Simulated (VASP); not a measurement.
The system is CuRu4.

```
CELL_PARAMETERS angstrom
4.08114 0.00000 0.00000
-2.04057 3.53437 0.00000
0.00000 0.00000 7.41807
ATOMIC_POSITIONS crystal
Cu 0.00000 0.00000 0.00000
Ru 0.33333 0.66667 0.50000
Ru 0.66667 0.33333 0.50000
Ru 0.00000 0.00000 0.31737
Ru 0.00000 0.00000 0.68263
```

The cell was built from a structure type or drawn by symmetry, and may not be a known phase.

* Program: VASP 6.6.1
* Task: relaxation of cell and atoms
* Functional: PBE
* Potentials or basis: VASP PAW PBE potentials, release 64 (Cu, Ru_pv)
* Cutoff: 600 eV
* k mesh: 6 × 6 × 4
* Occupations: gaussian, width 0.1 eV
* Spin: no spin polarisation

At the start: pressure -0.2 GPa; volume 21.40 Å³/atom.

**Question.** Where does the relaxation end?

**Answer.** Over 5 steps the energy falls by 2.8 meV/atom and the volume is 21.45 Å³/atom (+0.2 %); space group P6/mmm (No. 191, to 0.1 Å) before and after.

Step by step:
| step | energy change (eV) | largest force (eV/Å) | pressure (GPa) | volume (Å³) |
| --- | --- | --- | --- | --- |
| 1 | 0.0000 | 0.4284 | -0.23 | 107.00 |
| 2 | -0.0115 | 0.0388 | 0.81 | 106.52 |
| 3 | -0.0116 | 0.0220 | 0.86 | 106.50 |
| 4 | -0.0109 | 0.0164 | -0.97 | 108.05 |
| 5 | -0.0139 | 0.0231 | -0.01 | 107.23 |

Final structure:
```
Cu Ru
1.0
     4.09878    0.00000    0.00000
    -2.04939    3.54965    0.00000
     0.00000    0.00000    7.36998
Cu Ru
1 4
Direct
  0.00000 0.00000 0.00000
  0.33333 0.66667 0.50000
  0.66667 0.33333 0.50000
  0.00000 0.00000 0.32095
  0.00000 0.00000 0.67905
```
